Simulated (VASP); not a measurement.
# Co2Ru (P6_3/mmc) in VASP: further runs

Co2Ru is run at these levels: PBE; tasks: single point, relaxation of cell and atoms.

Everything below comes from runs of VASP 6.6.1. Logs are shortened: lines on timing, memory, paths and dates and some standing lists are left out, and cuts for length are marked.

## 1. The cell of the first run

The structure is hexagonal, space group P6_3/mmc (No. 194). Conventional cell: a = 2.603 Å, b = 2.603 Å, c = 12.205 Å, α = 90.00°, β = 90.00°, γ = 120.00°. Co (site symmetry 3m) has 9 Co at 2.46 to 2.60 Å and 3 Ru at 2.56 Å within 3.2 Å. Ru (site symmetry -6m2) has 6 Co at 2.56 Å and 6 Ru at 2.60 Å within 3.4 Å.

## 2. Single point, PBE, collinear spin, ferromagnetic start

Input file INCAR:

```
SYSTEM = Co2Ru
PREC = Accurate
ENCUT = 520
EDIFF = 1E-6
ISMEAR = 0
SIGMA = 0.1
LREAL = .False.
LASPH = .True.
NELM = 150
ALGO = Fast
ISIF = 2
LWAVE = .False.
LCHARG = .False.
ISPIN = 2
MAGMOM = 3 3 3 3 0 0
LORBIT = 11
LMAXMIX = 4
GGA = PE
NBANDS = 45
```

Input file KPOINTS:

```
regular mesh
0
Gamma
  6 6 2
  0 0 0
```

Input file POSCAR:

```
Co2Ru
1.0
    2.6031565668      0.0000000000      0.0000000000
   -1.3015782834      2.2543997169      0.0000000000
    0.0000000000      0.0000000000     12.2054641488
Co Ru
4 2
Direct
    0.3333333333      0.6666666667      0.9202933878
    0.3333333333      0.6666666667      0.5797066122
    0.6666666667      0.3333333333      0.0797066122
    0.6666666667      0.3333333333      0.4202933878
    0.3333333333      0.6666666667      0.2500000000
    0.6666666667      0.3333333333      0.7500000000
```

Potentials or basis: VASP PAW PBE potentials, release 64 (Co, Ru_pv).

Run with:

```bash
$ cat potpaw_PBE.64/Co/POTCAR potpaw_PBE.64/Ru_pv/POTCAR > POTCAR
$ mpirun -np 1 vasp_std > vasp.out
```

OUTCAR:

```text
SYSTEM = Co2Ru
   PREC = Accurate
   ENCUT = 520
   EDIFF = 1E-6
   ISMEAR = 0
   LREAL = .False.
   LASPH = .True.
   NELM = 150
   ISIF = 2
   ISPIN = 2
   LORBIT = 11
   GGA = PE

 ion  position               nearest neighbor table
   1  0.333  0.667  0.920-   3 2.46   3 2.46   3 2.46   6 2.56   6 2.56   6 2.56
   2  0.333  0.667  0.580-   4 2.46   4 2.46   4 2.46   6 2.56   6 2.56   6 2.56
   3  0.667  0.333  0.080-   1 2.46   1 2.46   1 2.46   5 2.56   5 2.56   5 2.56
   4  0.667  0.333  0.420-   2 2.46   2 2.46   2 2.46   5 2.56   5 2.56   5 2.56
   5  0.333  0.667  0.250-   3 2.56   4 2.56   3 2.56   4 2.56   3 2.56   4 2.56
   6  0.667  0.333  0.750-   1 2.56   2 2.56   1 2.56   2 2.56   1 2.56   2 2.56

  LATTYP: Found a hexagonal cell.
 ALAT       =     2.6031565668
 C/A-ratio  =     4.6887168849

  Lattice vectors:

 A1 = (   2.6031565668,   0.0000000000,   0.0000000000)
 A2 = (  -1.3015782834,   2.2543997169,   0.0000000000)
 A3 = (   0.0000000000,   0.0000000000,  12.2054641488)

Analysis of symmetry for initial positions (statically):
=====================================================================
 Subroutine PRICEL returns:
 Original cell was already a primitive cell.

 Routine SETGRP: Setting up the symmetry group for a
 hexagonal supercell.

 Subroutine GETGRP returns: Found 24 space group operations
 (whereof 12 operations were pure point group operations)
 out of a pool of 24 trial point group operations.

The static configuration has the point symmetry D_3d.
 The point group associated with its full space group is D_6h.

Analysis of symmetry for dynamics (positions and initial velocities):
=====================================================================
 Subroutine PRICEL returns:
 Original cell was already a primitive cell.

 Routine SETGRP: Setting up the symmetry group for a
 hexagonal supercell.

 Subroutine GETGRP returns: Found 24 space group operations
 (whereof 12 operations were pure point group operations)
 out of a pool of 24 trial point group operations.

The dynamic configuration has the point symmetry D_3d.
 The point group associated with its full space group is D_6h.

Analysis of structural, dynamic, and magnetic symmetry:
=====================================================================
 Subroutine PRICEL returns:
 Original cell was already a primitive cell.

[... 139 lines left out ...]
  energy-cutoff  :      520.00
  volume of cell :       71.63
 maximum number of plane-waves:      1962
 NGX is ok and might be reduce to    20
   NGX =  9   NGY =  9   NGZ = 45

 number of electron      64.0000005 magnetization      10.0622997

 number of electron      64.0000006 magnetization       5.2830512

 Free energy of the ion-electron system (eV)
  ---------------------------------------------------
  ext. energy  EPLUGINS =         0.00000000
  ---------------------------------------------------
  free energy    TOTEN  =       -45.84243385 eV

  energy without entropy =      -45.81981063  energy(sigma->0) =      -45.83112224

 E-fermi :  11.0354     XC(G=0): -13.5804

 val. band max:       11.0315250886   @ k =   0.5000   0.0000   0.0000
 cond. band min:      11.0430138132   @ k =   0.1667  -0.0000   0.0000
 fundamental gap:      0.0114887245
 Fermi energy:        11.0353713907

 spin component 1

 k-point     1 :       0.0000    0.0000    0.0000
  band No.  band energies     occupation
      1     -32.0516      1.00000
      2     -32.0515      1.00000
      3     -31.5027      1.00000
      4     -31.5027      1.00000
      5     -31.5027      1.00000
      6     -31.5027      1.00000
[... 647 lines left out ...]
     43      18.5027      0.00000
     44      18.5032      0.00000
 Fermi energy:        11.0353713907

 spin component 2

 k-point     1 :       0.0000    0.0000    0.0000
  band No.  band energies     occupation
      1     -32.0989      1.00000
      2     -32.0987      1.00000
      3     -31.4947      1.00000
      4     -31.4947      1.00000
      5     -31.4947      1.00000
      6     -31.4947      1.00000
[... 647 lines left out ...]
     43      18.6912      0.00000
     44      18.6912      0.00000
 [bands above 44 left out]

------------------------ aborting loop because EDIFF is reached ----------------------------------------

  FORCE on cell =-STRESS in cart. coord.  units (eV):
  Direction    XX          YY          ZZ          XY          YZ          ZX
  --------------------------------------------------------------------------------------
  -------------------------------------------------------------------------------------
  Total       -0.0601498     -0.0601498     -0.3286483      0.0000000     -0.0000000      0.0000000
  in kB       -1.3454236     -1.3454236     -7.3511692      0.0000000     -0.0000000      0.0000000
  external PRESSURE =      -3.3473388 kB  Pullay stress =       0.0000000 kB

 VOLUME and BASIS-vectors are now :
 -----------------------------------------------------------------------------
  energy-cutoff  :      520.00
  volume of cell :       71.63
      direct lattice vectors                 reciprocal lattice vectors
     2.603156567  0.000000000  0.000000000     0.384149003  0.221788530  0.000000000
    -1.301578283  2.254399717  0.000000000     0.000000000  0.443577061  0.000000000
     0.000000000  0.000000000 12.205464149     0.000000000  0.000000000  0.081930518

 POSITION                                       TOTAL-FORCE (eV/Angst)
 -----------------------------------------------------------------------------------
     -0.00000      1.50293     11.23261        -0.000000      0.000000     -0.010349
     -0.00000      1.50293      7.07559        -0.000000      0.000000      0.010349
      1.30158      0.75147      0.97286         0.000000     -0.000000      0.010349
      1.30158      0.75147      5.12988         0.000000     -0.000000     -0.010349
     -0.00000      1.50293      3.05137         0.000000     -0.000000     -0.000000
      1.30158      0.75147      9.15410        -0.000000     -0.000000     -0.000000
 -----------------------------------------------------------------------------------
    total drift:                                0.000000     -0.000000      0.000000

  FREE ENERGIE OF THE ION-ELECTRON SYSTEM (eV)
  ---------------------------------------------------
  free  energy   TOTEN  =       -45.8424338475 eV

  energy  without entropy=      -45.8198106325  energy(sigma->0) =      -45.83112224

 total charge

# of ion       s       p       d       tot
------------------------------------------
    1        0.469   0.496   7.252   8.217
    2        0.469   0.496   7.252   8.217
    3        0.469   0.496   7.252   8.217
    4        0.469   0.496   7.252   8.217
    5        0.428   6.330   5.970  12.729
    6        0.428   6.330   5.970  12.729
--------------------------------------------------
tot          2.731  14.646  40.948  58.325

 magnetization (x)

# of ion       s       p       d       tot
------------------------------------------
    1       -0.007  -0.027   1.394   1.360
    2       -0.007  -0.027   1.394   1.360
    3       -0.007  -0.027   1.394   1.360
    4       -0.007  -0.027   1.394   1.360
    5       -0.006  -0.010  -0.017  -0.033
    6       -0.006  -0.010  -0.017  -0.033
--------------------------------------------------
tot         -0.043  -0.125   5.540   5.372
```

It took 2 min on 1 thread of Oxide Virtual Turin-like, shared host; peak memory 0.22 GiB.

Results:

```yaml
Free_energy: -45.8424 eV
Pressure: -0.3 GPa
Largest_force: 0.010 eV/Å
Net_moment: 5.28 μB per cell
Site_moments: Co +1.36; Ru -0.03 μB
Valence_electrons_inside_the_program's_atomic_spheres: Co 8.22; Ru 12.73
```

Forces on the atoms (eV/Å):
```
Co   0.000  0.000 -0.010
Co   0.000  0.000  0.010
Co   0.000  0.000  0.010
Co   0.000  0.000 -0.010
Ru   0.000  0.000  0.000
Ru   0.000  0.000  0.000
```

Caveat: the k points lie up to 0.46 Å⁻¹ apart.

## 3. Relaxation of cell and atoms, PBE, collinear spin, ferromagnetic start

This run uses another cell than the first one, of 11.43 Å³/atom, 0.958 times its volume.

Input file INCAR:

```
PREC     = Accurate       # precision mode
ENCUT    = 600            # plane-wave cutoff, eV
EDIFF    = 1E-6           # SCF threshold, eV
ISMEAR   = 0              # smearing method
SIGMA    = 0.1            # smearing width, eV
LREAL    = False          # projectors in reciprocal space
LASPH    = True           # aspherical terms in the spheres
NELM     = 150            # most SCF steps
ALGO     = Fast           # electronic algorithm
ISIF     = 3              # what is computed and relaxed
LWAVE    = False          # write WAVECAR
LCHARG   = False          # write CHGCAR
ISPIN    = 2              # spin polarisation
MAGMOM   = 3 3 3 3 0 0    # initial moments
LORBIT   = 11             # projections on sites
LMAXMIX  = 4              # l up to which the mixer works
GGA      = PE             # functional
IBRION   = 2              # ionic algorithm
NSW      = 90             # ionic steps
EDIFFG   = -0.04          # ionic threshold
```

Input file KPOINTS:

```
Automatic mesh
0
Gamma
  6 6 2
```

Input file POSCAR:

```
Co2Ru
1.0
    2.5264755600      0.0000000000      0.0000000000
   -1.2632377800      2.1879920200      0.0000000000
    0.0000000000      0.0000000000     12.4082349800
Co Ru
4 2
Direct
    0.3333333300      0.6666666700      0.9166666700
    0.3333333300      0.6666666700      0.5833333300
    0.6666666700      0.3333333300      0.0833333300
    0.6666666700      0.3333333300      0.4166666700
    0.3333333300      0.6666666700      0.2500000000
    0.6666666700      0.3333333300      0.7500000000
```

Potentials or basis: VASP PAW PBE potentials, release 64 (Co, Ru_pv).

Run with:

```bash
$ cat potpaw_PBE.64/Co/POTCAR potpaw_PBE.64/Ru_pv/POTCAR > POTCAR
$ mpirun -np 1 vasp_std > vasp.out
```

Run time: 12 min. Hardware: 1 thread of Oxide Virtual Turin-like, shared host; peak memory 0.24 GiB.

Results (log left out):

| Property | Result |
| --- | --- |
| Free energy | -45.8392 eV |
| Relaxed volume | 11.91 Å³/atom |
| Relaxed cell | a = 2.603 Å, b = 2.603 Å, c = 12.174 Å, α = 90.00°, β = 90.00°, γ = 120.00° |
| Space group after relaxing (to 0.05 Å) | P6_3/mmc (No. 194) |
| Energy gained by relaxing | 49.0 meV/atom |
| Ionic steps | 7 |
| Pressure after relaxing | 0.1 GPa |
| Net moment | 5.27 μB per cell |
| Site moments | Co +1.35; Ru -0.03 μB |
| Valence electrons inside the program's atomic spheres | Co 8.22; Ru 12.73 |

Forces on the atoms (eV/Å):
```
Co   0.000  0.000 -0.002
Co   0.000  0.000  0.002
Co   0.000  0.000  0.002
Co   0.000  0.000 -0.002
Ru   0.000  0.000  0.000
Ru   0.000  0.000  0.000
```

Stress tensor (GPa, compression positive):
```
0.04 0.00 0.00
0.00 0.04 0.00
0.00 0.00 0.26
```

The path:
```tsv
step	energy change (eV)	largest force (eV/Å)	pressure (GPa)	volume (Å³)
1	0.0000	0.6540	13.39	68.59
2	0.1298	0.0319	-16.97	78.43
3	-0.2398	0.3196	-2.93	72.68
4	-0.2879	0.1789	0.08	71.55
5	-0.2879	0.1814	0.03	71.56
6	-0.2931	0.0643	0.03	71.50
7	-0.2940	0.0022	0.11	71.46
```

Final structure:
```xyz
6
Lattice="2.6035 0.0000 0.0000 -1.3017 2.2547 0.0000 0.0000 0.0000 12.1745" Properties=species:S:1:pos:R:3 pbc="T T T"
Co    0.0000    1.5031   11.2035
Co    0.0000    1.5031    7.0582
Co    1.3017    0.7516    0.9710
Co    1.3017    0.7516    5.1163
Ru    0.0000    1.5031    3.0436
Ru    1.3017    0.7516    9.1309
```

Levels at points of the mesh, in eV from the Fermi level:
Spin up:
| k point | band 31 | band 32 | band 33 | band 34 | band 35 | band 36 | band 37 | band 38 |
| --- | --- | --- | --- | --- | --- | --- | --- | --- |
| (0.00, 0.00, 0.00) | -1.79 | -1.29 | -1.29 | -1.11 | -1.11 | -0.71 | -0.71 | 0.66 |
| (0.50, 0.00, 0.00) | -0.42 | 0.00 | 0.27 | 0.49 | 0.78 | 1.79 | 1.92 | 2.21 |
| (0.00, 0.00, 0.50) | -1.60 | -1.60 | -0.85 | -0.85 | -0.85 | -0.85 | -0.29 | -0.29 |
| (0.50, 0.00, 0.50) | -0.69 | -0.69 | 0.28 | 0.28 | 1.71 | 1.71 | 1.97 | 1.97 |
Spin down:
```csv
k point,band 27,band 28,band 29,band 30,band 31,band 32
"(0.00, 0.00, 0.00)",-0.83,-0.83,-0.83,-0.80,-0.80,-0.12
"(0.50, 0.00, 0.00)",0.24,0.75,0.76,0.82,0.90,0.92
"(0.00, 0.00, 0.50)",-0.92,-0.92,-0.50,-0.50,-0.50,-0.50
"(0.50, 0.00, 0.50)",0.27,0.27,0.73,0.73,0.88,0.88
```

Caveat: the k points lie up to 0.46 Å⁻¹ apart in the final cell.
